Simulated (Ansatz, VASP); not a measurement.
# FePt: VASP beside Ansatz

The input INCAR:

```
PREC = Accurate
ENCUT = 600
EDIFF = 1E-7
ISMEAR = 0
SIGMA = 0.1
LREAL = F
LASPH = T
NELM = 200
ALGO = Normal
ISIF = 3
LWAVE = F
LCHARG = F
ISPIN = 2
MAGMOM = 3.22 0.32
LORBIT = 11
LMAXMIX = 4
GGA = PE
IBRION = 2
NSW = 100
EDIFFG = -0.01
GGA_COMPAT = F
NELMIN = 4
KPAR = 4
```

KPOINTS

```
regular mesh
0
Gamma
  24 24 12
```

File POSCAR:

```
FePt
1.0
    2.7158450018      0.0000000000      0.0000000000
   -1.3579225009      2.3519907643      0.0000000000
    0.0000000000      0.0000000000      4.4016724032
Fe Pt
1 1
Direct
    0.3333333333      0.6666666667      0.5000000000
    0.6666666667      0.3333333333      0.0000000000
```

Input for Ansatz:

```yaml
crystal:
  lattice:
    - [2.7158450018, 0.0, 0.0]
    - [-1.3579225009, 2.3519907643, 0.0]
    - [0.0, 0.0, 4.4016724032]
  atoms:
    - { symbol: Fe, position: [0.3333333333, 0.6666666667, 0.5], spin: 3.22 }
    - { symbol: Pt, position: [0.6666666667, 0.3333333333, 0.0], spin: 0.32 }
basis:
  ecutwfc: 420
kpoints:
  mp_grid: { grid: [24, 24, 12] }
hamiltonian:
  xc: pbe
scf:
  occupations: { method: gaussian, width: 0.1 }
output:
  forces: true
  stress: true
  eigenvalues: true
  populations: true
magnetization:
  spin_polarized: true
relax:
  adjacent_minimum: "off"
  f_tol: 0.01
  max_steps: 80
  cell: { stress_tol: 0.05 }
```

Alike in both runs: task relaxation of cell and atoms; functional PBE; k mesh 24 × 24 × 12; occupations gaussian, width 0.1 eV; collinear spin.

```csv
,VASP,Ansatz
version,VASP 6.6.1,Ansatz 0.2.0
potentials or method,"VASP PAW PBE potentials, release 64 (Fe, Pt), cutoff 600 eV","scalar-relativistic, plane waves, PAW"
valence electrons in the cell,18,34
```

|  | VASP | Ansatz | Ansatz less VASP |
| --- | --- | --- | --- |
| gap on the k mesh at the Fermi level, each at its own relaxed structure (eV) | none | none | - |
| net moment per atom (μB) | 1.58 | 1.58 | +0.002 |
| size of the moment on the site where the two differ most (μB) | 2.88 | 2.92 | +0.040 |
| relaxed volume (Å³/atom) | 14.07 | 14.10 | +0.024 |
| relaxed cell length with the largest relative difference (Å) | 4.368 | 4.371 | +0.0026 |

Site moments also hang on the region over which each program counts them. A gap of «none» marks a metal or a gap that the smearing closes. VASP's potentials hold 18 valence electrons a cell and Ansatz's 34, so a difference there can come from the potentials and not from the codes.

Spin-orbit coupling is off throughout.
